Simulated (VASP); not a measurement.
# NaCl (P4/mmm) in VASP: a series of runs

Runs on NaCl. Level: PBE. Tasks: single point, relaxation of cell and atoms.

Program: VASP 6.6.1. These are calculated values, not measurements. Logs are shortened: lines on timing, memory, paths and dates and some standing lists are left out, and cuts for length are marked.

## 1. The cell of the first run

It takes space group P4/mmm (No. 123, tetragonal). Conventional cell: a = 3.853 Å, b = 3.853 Å, c = 6.300 Å, α = 90.00°, β = 90.00°, γ = 90.00°. Within 3.6 Å of Na (site symmetry 4/mmm) lie 4 Cl at 2.72 Å. Within 3.6 Å of Cl (site symmetry 4/mmm) lie 4 Na at 2.72 Å.

The cell was generated, and may not be a known phase.

## 2. Single point, PBE

Contents of INCAR:

```
SYSTEM = NaCl
PREC = Accurate
ENCUT = 520
EDIFF = 1E-6
ISMEAR = 0
SIGMA = 0.02
LREAL = .False.
LASPH = .True.
NELM = 60
ALGO = Normal
ISIF = 2
LWAVE = .False.
LCHARG = .False.
GGA = PE
NBANDS = 14
```

Contents of KPOINTS:

```
Automatic mesh
0
Gamma
  6 6 4
  0 0 0
```

Contents of POSCAR:

```
NaCl
1.0
    3.8526632531      0.0000000000      0.0000000000
    0.0000000000      3.8526632531      0.0000000000
    0.0000000000      0.0000000000      6.2996541086
Na Cl
1 1
Direct
    0.5000000000      0.5000000000      0.5000000000
    0.0000000000      0.0000000000      0.5000000000
```

Potentials or basis: VASP PAW PBE potentials, release 64 (Na_pv, Cl).

Command:

```
cat potpaw_PBE.64/Na_pv/POTCAR potpaw_PBE.64/Cl/POTCAR > POTCAR
mpirun -np 1 vasp_std > vasp.out
```

OUTCAR:

```text
SYSTEM = NaCl
   PREC = Accurate
   ENCUT = 520
   EDIFF = 1E-6
   ISMEAR = 0
   LREAL = .False.
   LASPH = .True.
   NELM = 60
   ISIF = 2
   GGA = PE

 ion  position               nearest neighbor table
   1  0.500  0.500  0.500-   2 2.72   2 2.72   2 2.72   2 2.72
   2  0.000  0.000  0.500-   1 2.72   1 2.72   1 2.72   1 2.72

  LATTYP: Found a simple tetragonal cell.
 ALAT       =     3.8526632531
 C/A-ratio  =     1.6351426779

  Lattice vectors:

 A1 = (   3.8526632531,   0.0000000000,   0.0000000000)
 A2 = (   0.0000000000,   3.8526632531,   0.0000000000)
 A3 = (   0.0000000000,   0.0000000000,   6.2996541086)

Analysis of symmetry for initial positions (statically):
=====================================================================
 Subroutine PRICEL returns:
 Original cell was already a primitive cell.

 Routine SETGRP: Setting up the symmetry group for a
 simple tetragonal supercell.

 Subroutine GETGRP returns: Found 16 space group operations
 (whereof 16 operations were pure point group operations)
 out of a pool of 16 trial point group operations.

The static configuration has the point symmetry D_4h.

Analysis of symmetry for dynamics (positions and initial velocities):
=====================================================================
 Subroutine PRICEL returns:
 Original cell was already a primitive cell.

 Routine SETGRP: Setting up the symmetry group for a
 simple tetragonal supercell.

 Subroutine GETGRP returns: Found 16 space group operations
 (whereof 16 operations were pure point group operations)
 out of a pool of 16 trial point group operations.

The dynamic configuration has the point symmetry D_4h.

 Subroutine INISYM returns: Found 16 space group operations
 (whereof 16 operations are pure point group operations),
 and found     1 'primitive' translations

----------------------------------------------------------------------------------------

                                     Primitive cell

  volume of cell :      93.5059

  direct lattice vectors                    reciprocal lattice vectors
     3.852663253  0.000000000  0.000000000     0.259560708  0.000000000  0.000000000
     0.000000000  3.852663253  0.000000000     0.000000000  0.259560708  0.000000000
     0.000000000  0.000000000  6.299654109     0.000000000  0.000000000  0.158738874

  length of vectors
     3.852663253  3.852663253  6.299654109     0.259560708  0.259560708  0.158738874

  position of ions in fractional coordinates (direct lattice)
     0.500000000  0.500000000  0.500000000
     0.000000000  0.000000000  0.500000000

  ion indices of the primitive-cell ions
   primitive index   ion index
                 1           1
                 2           2

----------------------------------------------------------------------------------------

 KPOINTS: Automatic mesh

Automatic generation of k-mesh.
 Grid dimensions read from file:
 generate k-points for:    6    6    4

 Generating k-lattice:

  Cartesian coordinates                     Fractional coordinates (reciprocal lattice)
     0.043260118  0.000000000  0.000000000     0.166666667  0.000000000  0.000000000
     0.000000000  0.043260118  0.000000000     0.000000000  0.166666667  0.000000000
     0.000000000  0.000000000  0.039684719     0.000000000  0.000000000  0.250000000

  Length of vectors
     0.043260118  0.043260118  0.039684719

  Shift w.r.t. Gamma in fractional coordinates (k-lattice)
     0.000000000  0.000000000  0.000000000

 Subroutine IBZKPT returns following result:
 ===========================================

 Found     30 irreducible k-points:

 Following reciprocal coordinates:
            Coordinates               Weight
  0.000000  0.000000  0.000000      1.000000
  0.166667  0.000000  0.000000      4.000000
  0.333333  0.000000  0.000000      4.000000
  0.500000  0.000000  0.000000      2.000000
  0.166667  0.166667  0.000000      4.000000
  0.333333  0.166667  0.000000      8.000000
[... 16 lines left out ...]
  0.333333  0.000000  0.500000      4.000000
  0.500000  0.000000  0.500000      2.000000
 [... further k-points ...]
   k-points           NKPTS =     30   k-points in BZ     NKDIM =     30   number of bands    NBANDS=     14
   number of dos      NEDOS =    301   number of ions     NIONS =      2
   total plane-waves  NPLWV =  43200
   dimension x,y,z NGX =    30 NGY =   30 NGZ =   48
   dimension x,y,z NGXF=    60 NGYF=   60 NGZF=   96
   ions per type =               1   1
   NGX,Y,Z   is equivalent  to a cutoff of  12.95, 12.95, 12.67 a.u.
   NGXF,Y,Z  is equivalent  to a cutoff of  25.89, 25.89, 25.33 a.u.
 SYSTEM =  NaCl
   PREC   = accura    normal or accurate (medium, high low for compatibility)
   ISTART =      0    job   : 0-new  1-cont  2-samecut
   ICHARG =      2    charge: 1-file 2-atom 10-const
   ISPIN  =      1    spin polarized calculation?
   LNONCOLLINEAR =      F non collinear calculations
   LSORBIT =      F    spin-orbit coupling
   LASPH  =      T    aspherical Exc in radial PAW
   ENCUT  =  520.0 eV  38.22 Ry    6.18 a.u.   7.16  7.16 11.71*2*pi/ulx,y,z
   NELM   =     60;   NELMIN=  2; NELMDL= -5     # of ELM steps
   EDIFF  = 0.1E-05   stopping-criterion for ELM
   LREAL  =      F    real-space projection
   EDIFFG = 0.1E-04   stopping-criterion for IOM
   NSW    =      0    number of steps for IOM
   IBRION =     -1    ionic relax: 0-MD 1-quasi-New 2-CG
   NFREE  =      0    steps in history (QN), initial steepest desc. (CG)
   ISIF   =      2    stress and relaxation
   ISYM   =      2    0-nonsym 1-usesym 2-fastsym
   POTIM  = 0.5000    time-step for ionic-motion
   TEBEG  =    0.0;   TEEND  =   0.0 temperature during run
   PSTRESS=    0.0 pullay stress
   NELECT =      14.0000    total number of electrons
   NUPDOWN=      -1.0000    fix difference up-down
   EMIN   =  10.00;   EMAX   =-10.00  energy-range for DOS
   EFERMI =   0.00;   METHOD = LEGACY
   ISMEAR =     0;   SIGMA  =   0.02  broadening in eV -4-tet -1-fermi 0-gaus
   EFERMI_NEDOS =   21; number of points for ismear=-14 and -15
   IALGO  =     38    algorithm
   IMIX   =      4    mixing-type and parameters
     AMIX     =   0.40;   BMIX     =  1.00
     AMIX_MAG =   1.60;   BMIX_MAG =  1.00
  volume/ion in A,a.u.               =      46.75       315.50
  Fermi-wavevector in a.u.,A,eV,Ry     =   0.869303  1.642745 10.281758  0.755688
  Thomas-Fermi vector in A             =   1.988106
   LORBIT       =      0    0 simple, 1 ext, 2 COOP (PROOUT), +10 PAW based schemes
   GGA     = PE    functional components
   LHFCALC =     F    Hartree Fock is set to
   AEXX    =    0.0000 exact exchange contribution
   IVDW    =     0    specifies the selected vdW correction
   LEPSILON=     F    determine dielectric tensor
   LRPA    =     F    only Hartree local field effects (RPA)
 non-spin polarized calculation
 Gauss-broadening in eV      SIGMA  =   0.02
  energy-cutoff  :      520.00
  volume of cell :       93.51
 maximum number of plane-waves:      2540
 NGX is ok and might be reduce to    30
   NGX = 15   NGY = 15   NGZ = 23

 number of electron      14.0000015 magnetization

 Free energy of the ion-electron system (eV)
  ---------------------------------------------------
  ext. energy  EPLUGINS =         0.00000000
  ---------------------------------------------------
  free energy    TOTEN  =        -6.49572107 eV

  energy without entropy =       -6.49572107  energy(sigma->0) =       -6.49572107

 E-fermi :  -3.6071     XC(G=0):  -5.0142

 val. band max:       -3.7435889807   @ k =   0.5000   0.5000   0.0000
 cond. band min:       0.8280894391   @ k =   0.0000   0.0000   0.0000
 fundamental gap:      4.5716784198
 Fermi energy:        -3.6070598022

 k-point     1 :       0.0000    0.0000    0.0000
  band No.  band energies     occupation
      1     -24.9500      2.00000
      2     -24.8617      2.00000
      3     -24.8617      2.00000
      4     -16.0108      2.00000
      5      -4.2179      2.00000
      6      -3.8057      2.00000
      7      -3.8057      2.00000
      8       0.8281      0.00000
      9       4.4472      0.00000
     10       4.9364      0.00000
     11       5.5621      0.00000
     12       9.6047      0.00000
     13       9.6047      0.00000
     14      10.6265      0.00000

 k-point     2 :       0.1667    0.0000    0.0000
  band No.  band energies     occupation
      1     -24.9496      2.00000
      2     -24.8677      2.00000
      3     -24.8610      2.00000
      4     -15.9653      2.00000
      5      -4.2305      2.00000
      6      -4.1585      2.00000
      7      -3.7942      2.00000
      8       1.2450      0.00000
      9       4.8260      0.00000
     10       4.8610      0.00000
     11       5.9076      0.00000
     12       8.7352      0.00000
     13       8.7985      0.00000
     14       9.6435      0.00000

 k-point     3 :       0.3333    0.0000    0.0000
  band No.  band energies     occupation
      1     -24.9489      2.00000
      2     -24.8796      2.00000
      3     -24.8596      2.00000
      4     -15.8716      2.00000
      5      -4.9307      2.00000
      6      -4.0334      2.00000
      7      -3.7708      2.00000
      8       2.2388      0.00000
      9       4.5007      0.00000
     10       5.2844      0.00000
     11       5.7213      0.00000
     12       8.0453      0.00000
     13       8.3723      0.00000
     14       8.6850      0.00000
[... 324 lines left out ...]
 k-point    23 :       0.3333    0.0000    0.5000
  band No.  band energies     occupation
      1     -24.9489      2.00000
      2     -24.8796      2.00000
      3     -24.8596      2.00000
      4     -15.8711      2.00000
      5      -4.9236      2.00000
      6      -4.0757      2.00000
      7      -3.7701      2.00000
      8       2.8087      0.00000
      9       3.5381      0.00000
     10       5.5598      0.00000
     11       6.0752      0.00000
     12       7.7821      0.00000
     13       8.7518      0.00000
     14       9.3133      0.00000

 k-point    24 :       0.5000    0.0000    0.5000
  band No.  band energies     occupation
      1     -24.9486      2.00000
      2     -24.8855      2.00000
      3     -24.8589      2.00000
      4     -15.8229      2.00000
      5      -5.2262      2.00000
      6      -4.0011      2.00000
      7      -3.7583      2.00000
      8       3.0625      0.00000
      9       4.6466      0.00000
     10       4.9104      0.00000
     11       5.1917      0.00000
     12       7.9462      0.00000
     13       8.3941      0.00000
     14       8.9376      0.00000

 [... further k-points ...]
[... 5 lines left out ...]
  --------------------------------------------------------------------------------------
  -------------------------------------------------------------------------------------
  Total       -0.0212894     -0.0212894     -0.0039197      0.0000000      0.0000000      0.0000000
  in kB       -0.3647837     -0.3647837     -0.0671625      0.0000000      0.0000000      0.0000000
  external PRESSURE =      -0.2655766 kB  Pullay stress =       0.0000000 kB

 VOLUME and BASIS-vectors are now :
 -----------------------------------------------------------------------------
  energy-cutoff  :      520.00
  volume of cell :       93.51
      direct lattice vectors                 reciprocal lattice vectors
     3.852663253  0.000000000  0.000000000     0.259560708  0.000000000  0.000000000
     0.000000000  3.852663253  0.000000000     0.000000000  0.259560708  0.000000000
     0.000000000  0.000000000  6.299654109     0.000000000  0.000000000  0.158738874

 POSITION                                       TOTAL-FORCE (eV/Angst)
 -----------------------------------------------------------------------------------
      1.92633      1.92633      3.14983         0.000000      0.000000      0.000000
      0.00000      0.00000      3.14983         0.000000      0.000000      0.000000
 -----------------------------------------------------------------------------------
    total drift:                                0.000000      0.000000      0.000000

  FREE ENERGIE OF THE ION-ELECTRON SYSTEM (eV)
  ---------------------------------------------------
  free  energy   TOTEN  =        -6.4957210729 eV

  energy  without entropy=       -6.4957210729  energy(sigma->0) =       -6.49572107
```

It took 44 s on 1 thread of Intel Xeon 8259CL, shared host; peak memory 0.2 GiB.

What came out:

- Free energy: -6.4957 eV
- Pressure: 0.0 GPa
- Band gap on the k mesh: 4.57 eV (least direct gap 4.63 eV)

A k mesh can miss the band edges.

## 3. Single point, PBE (48.16 Å³/atom)

This run uses another cell than the first one.

Contents of INCAR:

```
PREC     = Accurate       # precision mode
ENCUT    = 520            # plane-wave cutoff, eV
EDIFF    = 1E-6           # SCF threshold, eV
ISMEAR   = 0              # smearing method
SIGMA    = 0.02           # smearing width, eV
LREAL    = False          # projectors in reciprocal space
LASPH    = True           # aspherical terms in the spheres
NELM     = 80             # most SCF steps
ALGO     = Normal         # electronic algorithm
ISIF     = 2              # what is computed and relaxed
LWAVE    = False          # write WAVECAR
LCHARG   = False          # write CHGCAR
GGA      = PE             # functional
NBANDS   = 14             # bands
```

Contents of KPOINTS:

```
Automatic mesh
0
Gamma
  6 6 4
```

Contents of POSCAR:

```
NaCl
1.0
    3.8481732453      0.0000000000      0.0000000000
    0.0000000000      3.8481732453      0.0000000000
    0.0000000000      0.0000000000      6.5037943269
Na Cl
1 1
Direct
    0.5000000000      0.5000000000      0.5000000000
    0.0000000000      0.0000000000      0.5000000000
```

Potentials or basis: VASP PAW PBE potentials, release 64 (Na_pv, Cl).

Command:

```
cat potpaw_PBE.64/Na_pv/POTCAR potpaw_PBE.64/Cl/POTCAR > POTCAR
mpirun -np 1 vasp_std > vasp.out
```

Wall time 44 s (1 thread of Intel Xeon 8259CL, shared host); peak memory 0.2 GiB.

The run converged. Its results:

| Property | Result |
| --- | --- |
| Free energy | -6.4958 eV |
| Pressure | 0.0 GPa |
| Band gap on the k mesh | 4.60 eV (least direct gap 4.66 eV) |

Levels at points of the mesh, in eV from the valence-band top:
```csv
k point,band 5,band 6,band 7,band 8,band 9,band 10
"(0.00, 0.00, 0.00)",-0.48,-0.06,-0.06,4.60,8.09,8.48
"(0.50, 0.00, 0.00)",-1.49,-0.23,-0.01,7.33,7.51,7.94
"(0.50, 0.50, 0.00)",-1.10,-1.10,0.00,7.32,9.69,9.69
"(0.00, 0.00, 0.50)",-0.53,-0.06,-0.06,5.59,6.01,9.35
"(0.50, 0.00, 0.50)",-1.49,-0.25,-0.01,6.85,8.34,8.61
"(0.50, 0.50, 0.50)",-1.10,-1.10,-0.01,7.56,8.91,8.91
```

(Part 1 of 2 ends here.)
